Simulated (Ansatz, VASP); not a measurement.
# BaTiO3 in VASP and in Ansatz

File INCAR:

```
SYSTEM = BaTiO3
PREC     = Accurate       ! precision mode
ENCUT    = 520            ! plane-wave cutoff, eV
EDIFF    = 1E-6           ! SCF threshold, eV
ISMEAR   = -1             ! smearing method
SIGMA    = 0.05           ! smearing width, eV
LREAL    = .FALSE.        ! projectors in reciprocal space
LASPH    = .TRUE.         ! aspherical terms in the spheres
NELM     = 60             ! most SCF steps
ALGO     = Normal         ! electronic algorithm
ISIF     = 2              ! what is computed and relaxed
LWAVE    = .FALSE.        ! write WAVECAR
LCHARG   = .FALSE.        ! write CHGCAR
GGA      = PE             ! functional
NBANDS   = 28             ! bands
```

Contents of KPOINTS:

```
regular mesh
0
G
  8 8 8
  0 0 0
```

File POSCAR:

```
BaTiO3
1.0
    4.0073000000     -0.0601095000     -0.0601095000
   -0.0601095000      4.0073000000     -0.0601095000
   -0.0601095000     -0.0601095000      4.0073000000
Ba Ti O
1 1 3
Direct
    0.5000000000      0.5000000000      0.5000000000
    0.0000000000      0.0000000000      0.0000000000
    0.5000000000      0.0000000000      0.0000000000
    0.0000000000      0.5000000000      0.0000000000
    0.0000000000      0.0000000000      0.5000000000
```

Input for Ansatz:

```yaml
crystal:
  lattice:
    - [4.0073, -0.0601095, -0.0601095]
    - [-0.0601095, 4.0073, -0.0601095]
    - [-0.0601095, -0.0601095, 4.0073]
  atoms:
    - { symbol: Ba, position: [0.5, 0.5, 0.5] }
    - { symbol: Ti, position: [0.0, 0.0, 0.0] }
    - { symbol: O, position: [0.5, 0.0, 0.0] }
    - { symbol: O, position: [0.0, 0.5, 0.0] }
    - { symbol: O, position: [0.0, 0.0, 0.5] }
kpoints:
  mp_grid: { grid: [8, 8, 8] }
  band_path:
    path:
      - [0.0, 0.0, 0.0]
      - [0.5, 0.0, 0.0]
      - [0.5, -0.5, 0.5]
      - [0.4710985464, -0.5289014536, 0.4710985464]
      - [0.4710985464, 0.4710985464, 0.4710985464]
      - [0.0, 0.0, 0.0]
      - [0.5, -0.5, 0.0]
    npoints: 5
scf:
  occupations: { method: fermi_dirac, width: 0.05 }
hamiltonian:
  xc: pbe
  pseudopotentials: { kind: all_electron, lapw: { basis_error: 0.001 } }
output:
  forces: true
  stress: true
  eigenvalues: true
```

Change from the starting cell: equal xy, yz and zx shear strains of -3 %.

Alike in both runs: task single point; functional PBE; k mesh 8 × 8 × 8; occupations fermi-dirac, width 0.05 eV; no spin polarisation.

|  | VASP | Ansatz |
| --- | --- | --- |
| version | VASP 6.6.1 | Ansatz 0.2.0 |
| potentials or method | VASP PAW PBE potentials, release 64 (Ba_sv, Ti_sv, O), cutoff 520 eV | all-electron LAPW, scalar-relativistic |

|  | VASP | Ansatz | Ansatz less VASP |
| --- | --- | --- | --- |
| pressure (GPa) | 3.5 | 1.8 | -1.77 |
| traceless stress, the component that is largest in VASP (GPa) | 3.79 | 3.68 | -0.107 |

Ansatz ran all-electron here, and VASP with PAW potentials.

Spin-orbit coupling is off throughout.
